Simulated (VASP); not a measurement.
As:

```xyz
8
Lattice="5.2705 0.0000 0.0000 0.0000 5.2705 0.0000 0.0000 0.0000 5.2705" Properties=species:S:1:pos:R:3 pbc="T T T"
As    0.0000    0.0000    0.0000
As    2.6353    2.6353    2.6353
As    1.3176    0.0000    2.6353
As    3.9529    0.0000    2.6353
As    2.6353    1.3176    0.0000
As    2.6353    3.9529    0.0000
As    0.0000    2.6353    1.3176
As    0.0000    2.6353    3.9529
```

| Quantity | Value |
| --- | --- |
| Program | VASP 6.6.1 |
| Task | relaxation of cell and atoms |
| Functional | PBEsol |
| Potentials or basis | VASP PAW PBE potentials, release 64 (As) |
| Cutoff | 600 eV |
| k mesh | 5 × 5 × 5 |
| Occupations | fermi-dirac, width 0.1 eV |
| Spin | no spin polarisation |

At the start: pressure 2.5 GPa; volume 18.30 Å³/atom.

Q: How do energy, volume and symmetry change on relaxing?

A: Over 3 steps the energy falls by 3.9 meV/atom and the volume is 18.80 Å³/atom (+2.7 %); space group Pm-3n (No. 223, to 0.1 Å) before and after.

Step by step:
| step | energy change (eV) | largest force (eV/Å) | pressure (GPa) | volume (Å³) |
| --- | --- | --- | --- | --- |
| 1 | 0.0000 | 0.0000 | 2.53 | 146.41 |
| 2 | -0.0225 | 0.0000 | -1.23 | 152.61 |
| 3 | -0.0310 | 0.0000 | 0.00 | 150.43 |

Final structure:
```
As
1.0
     5.31837    0.00000    0.00000
     0.00000    5.31837    0.00000
     0.00000    0.00000    5.31837
As
8
Direct
  0.00000 0.00000 0.00000
  0.50000 0.50000 0.50000
  0.25000 0.00000 0.50000
  0.75000 0.00000 0.50000
  0.50000 0.25000 0.00000
  0.50000 0.75000 0.00000
  0.00000 0.50000 0.25000
  0.00000 0.50000 0.75000
```

Caveat: the PAW data sets were made with another functional, which shifts forces and pressure a little.
